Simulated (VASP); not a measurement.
# Si13P2Pt3Au2 in VASP: a series of runs, part 2 of 2

VASP 6.6.1. The steps go on from the part before.

**4. Single point, PBE**

File INCAR:

```
SYSTEM = Si13P2Pt3Au2
PREC = Accurate
ENCUT = 400
EDIFF = 1E-6
ISMEAR = -1
SIGMA = 0.05
LREAL = Auto
LASPH = .TRUE.
NELM = 120
ALGO = Normal
ISIF = 2
LWAVE = .FALSE.
LCHARG = .TRUE.
GGA = PE
LELF = .TRUE.
LVHAR = .TRUE.
ISYM = -1
NBANDS = 73
GGA_COMPAT = .FALSE.
```

File KPOINTS:

```
explicit points
1
Reciprocal
  0.25000000   0.25000000   0.25000000 1
```

File POSCAR:

```
Si13P2Pt3Au2
1.0
    6.4794480000     -0.0023350000     -0.0331270000
   -0.0023350000      6.7843160000      0.1466780000
   -0.0331270000      0.1466780000      7.1568870000
Si Pt P Au
13 3 2 2
Direct
    0.6181593244      0.3673001407      0.9468576092
    0.9096627325      0.5399285079      0.0402885729
    0.6284594528      0.8973304150      0.2402293547
    0.1749094021      0.8807758531      0.5695584942
    0.1447922349      0.3842629042      0.7002898911
    0.0959975097      1.0012360428      0.2692663457
    0.2722779830      0.5112803452      0.0553685107
    0.4285997254      0.6106791798      0.7480211749
    0.5414225061      0.2946405565      0.4219213487
    0.8309595013      0.0735080192      0.4960979803
    0.2202036524      0.8905452364      0.9125695700
    0.7440617653      0.5754665020      0.3579799791
    0.8874046894      0.1759928979      0.8109577207
    0.4200728445      0.1409072226      0.7064368577
    0.4116234750      0.1605619052      0.1341198976
    0.8911667960      0.8812234290      0.0068903690
    0.6683124723      0.8666322585      0.7236491649
    0.9053650624      0.6442321620      0.6290204587
    0.3596248480      0.6513550389      0.3772025237
    0.0742052753      0.3513493714      0.3336499480
```

Potentials or basis: VASP PAW PBE potentials, release 64 (Si, Pt, P, Au).

Launch:

```bash
$ cat potpaw_PBE.64/Si/POTCAR potpaw_PBE.64/Pt/POTCAR potpaw_PBE.64/P/POTCAR potpaw_PBE.64/Au/POTCAR > POTCAR
$ mpirun -np 1 vasp_std > vasp.out
```

OUTCAR:

```text
SYSTEM = Si13P2Pt3Au2
   PREC = Accurate
   ENCUT = 400
   EDIFF = 1E-6
   ISMEAR = -1
   LREAL = Auto
   LASPH = .TRUE.
   NELM = 120
   ISIF = 2
   GGA = PE
   ISYM = -1

 ion  position               nearest neighbor table
   1  0.618  0.367  0.947-   2 2.33  15 2.33  13 2.41   8 2.46   7 2.58  14 2.67
   2  0.910  0.540  0.040-  16 2.32   1 2.33   7 2.36  12 2.54  20 2.63  18 3.00  13 3.03   5 3.11

   3  0.628  0.897  0.240-  15 2.37  16 2.40  12 2.42  10 2.58  19 2.58   9 3.10   6 3.12
   4  0.175  0.881  0.570-   6 2.32  18 2.40  19 2.44  11 2.47  14 2.59  10 2.62   8 2.73
   5  0.145  0.384  0.700-  13 2.31  18 2.39   8 2.43  14 2.43  20 2.68   7 2.83   2 3.11  19 3.21
[... 19 lines left out ...]
  16  0.891  0.881  0.007-  11 2.24   2 2.32  13 2.39   3 2.40   6 2.46  17 2.48  18 3.21
  17  0.668  0.867  0.724-  18 2.28   8 2.33  10 2.36  14 2.46  16 2.48  13 2.63
  18  0.905  0.644  0.629-  12 2.26  17 2.28   5 2.39   4 2.40   2 3.00  20 3.17  16 3.21
  19  0.360  0.651  0.377-   4 2.44  12 2.55   3 2.58   7 2.59   8 2.69   9 2.70  20 2.77   6 3.00
                             5 3.21
  20  0.074  0.351  0.334-   6 2.44   7 2.58   2 2.63  12 2.64   5 2.68  10 2.69  19 2.77  15 2.95
                             9 3.11  18 3.17

IMPORTANT INFORMATION: All symmetrisations will be switched off!
[... 148 lines left out ...]
      2      -2.6629      2.00000
      3      -2.4997      2.00000
      4      -2.0364      2.00000
      5      -0.8984      2.00000
      6      -0.7714      2.00000
[... 61 lines left out ...]
     68      12.1780      0.00000
     69      12.4917      0.00000
 [bands above 69 left out]

------------------------ aborting loop because EDIFF is reached ----------------------------------------

  FORCE on cell =-STRESS in cart. coord.  units (eV):
  Direction    XX          YY          ZZ          XY          YZ          ZX
  --------------------------------------------------------------------------------------
  -------------------------------------------------------------------------------------
  Total       23.7305719     20.6271362      8.4579392     -2.5835270     -1.5279621     -5.5006868
  in kB      120.9075254    105.0954863     43.0932935    -13.1630984     -7.7849839    -28.0260600
  external PRESSURE =      89.6987684 kB  Pullay stress =       0.0000000 kB

 VOLUME and BASIS-vectors are now :
 -----------------------------------------------------------------------------
  energy-cutoff  :      400.00
  volume of cell :      314.46
      direct lattice vectors                 reciprocal lattice vectors
     6.479448000 -0.002335000 -0.033127000     0.154337797  0.000037691  0.000713609
    -0.002335000  6.784316000  0.146678000     0.000037691  0.147464145 -0.003022054
    -0.033127000  0.146678000  7.156887000     0.000713609 -0.003022054  0.139790793

 POSITION                                       TOTAL-FORCE (eV/Angst)
 -----------------------------------------------------------------------------------
      3.97311      2.62932      6.80995        -0.229287      0.260494     -0.964308
      5.89152      3.66683      0.33740        -0.118861     -0.522085      0.573126
      4.06202      6.12154      1.83009         0.273692      0.508223      0.159051
      1.11239      6.05859      4.19966         0.016954      0.005853      0.673308
      0.91408      2.70934      5.06346        -0.017283     -0.293298     -0.072929
      0.61309      0.04766      1.92411         0.161374     -0.140705     -1.063720
[... 12 lines left out ...]
      2.31615      4.47349      2.78322         0.277957      0.277699     -0.111487
      0.46894      2.43243      2.43697        -0.249110      0.108966      0.321929
 -----------------------------------------------------------------------------------
    total drift:                                0.009505      0.000345      0.002086

  FREE ENERGIE OF THE ION-ELECTRON SYSTEM (eV)
  ---------------------------------------------------
  free  energy   TOTEN  =      -106.5437578749 eV

  energy  without entropy=     -106.5339090924  energy(sigma->0) =     -106.53883348
```

OSZICAR:

```text
N       E                     dE             d eps       ncg     rms          rms(c)
DAV:   1     0.393909073595E+03    0.39391E+03   -0.42358E+04   146   0.112E+03
DAV:   2    -0.820385726068E+02   -0.47595E+03   -0.44572E+03   163   0.225E+02
DAV:   3    -0.112915538310E+03   -0.30877E+02   -0.30035E+02   180   0.479E+01
DAV:   4    -0.113618846715E+03   -0.70331E+00   -0.69817E+00   172   0.814E+00
DAV:   5    -0.113635166093E+03   -0.16319E-01   -0.16296E-01   172   0.123E+00    0.293E+01
DAV:   6    -0.107610987028E+03    0.60242E+01   -0.48192E+01   163   0.360E+01    0.197E+01
DAV:   7    -0.106694778946E+03    0.91621E+00   -0.77390E+00   156   0.141E+01    0.994E+00
DAV:   8    -0.106620529113E+03    0.74250E-01   -0.13751E+00   172   0.525E+00    0.260E+00
DAV:   9    -0.106544644386E+03    0.75885E-01   -0.28288E-01   172   0.350E+00    0.784E-01
DAV:  10    -0.106543854527E+03    0.78986E-03   -0.48970E-02   164   0.869E-01    0.532E-01
DAV:  11    -0.106543723206E+03    0.13132E-03   -0.24175E-03   172   0.207E-01    0.291E-01
DAV:  12    -0.106543757646E+03   -0.34441E-04   -0.60373E-04   172   0.109E-01    0.587E-02
DAV:  13    -0.106543758015E+03   -0.36823E-06   -0.87116E-05   172   0.554E-02    0.238E-02
DAV:  14    -0.106543757430E+03    0.58500E-06   -0.14461E-05   172   0.173E-02    0.114E-02
DAV:  15    -0.106543757875E+03   -0.44521E-06   -0.54443E-06   164   0.119E-02
   1 F= -.10654376E+03 E0= -.10653883E+03  d E =-.984878E-02
```

Run time: 35 s. Hardware: 1 thread of Intel Xeon Platinum 8375C at 2.90GHz (Ice Lake), shared host; peak memory 0.29 GiB.

What came out:

```
Free energy   : -106.5438 eV
Pressure      : 9.0 GPa
Largest force : 1.830 eV/Å
```

Forces in eV/Å, atoms in the order of the input:
```
Si  -0.229  0.260 -0.964
Si  -0.119 -0.522  0.573
Si   0.274  0.508  0.159
Si   0.017  0.006  0.673
Si  -0.017 -0.293 -0.073
Si   0.161 -0.141 -1.064
Si   0.146 -0.231 -0.054
Si  -0.061  0.042  0.263
Si  -0.238 -0.359 -0.694
Si  -0.146  0.518  0.113
Si   1.735  0.342 -0.470
Si   0.629 -0.130 -0.226
Si  -0.097 -0.479 -0.445
Pt  -0.340 -0.545  0.430
Pt  -0.639 -0.140 -0.074
Pt  -1.401  0.829  0.784
P    0.538 -0.435  0.925
P   -0.241  0.384 -0.067
Au   0.278  0.278 -0.111
Au  -0.249  0.109  0.322
```

Caveat: the atoms stand as in a frame of molecular dynamics.

**5. Summary**

| cell | smearing | pressure (GPa) | largest force (eV/Å) |
| --- | --- | --- | --- |
| as given, atomic positions A | fermi-dirac 0.081 eV | 10.7 | 2.48 |
| as given, atomic positions B | fermi-dirac 0.081 eV | 11.7 | 3.90 |
| as given, atomic positions C | fermi-dirac 0.05 eV | 9.0 | 1.83 |

Alike in all rows: task single point; level PBE; potentials or basis VASP PAW PBE potentials, release 64 (Si, Pt, P, Au); no spin polarisation; k mesh 1 × 1 × 1, shifted; cutoff (eV) 400.

Caveats: the atoms stand as in a frame of molecular dynamics.

Absolute energies hang on the potentials; compare differences alone.
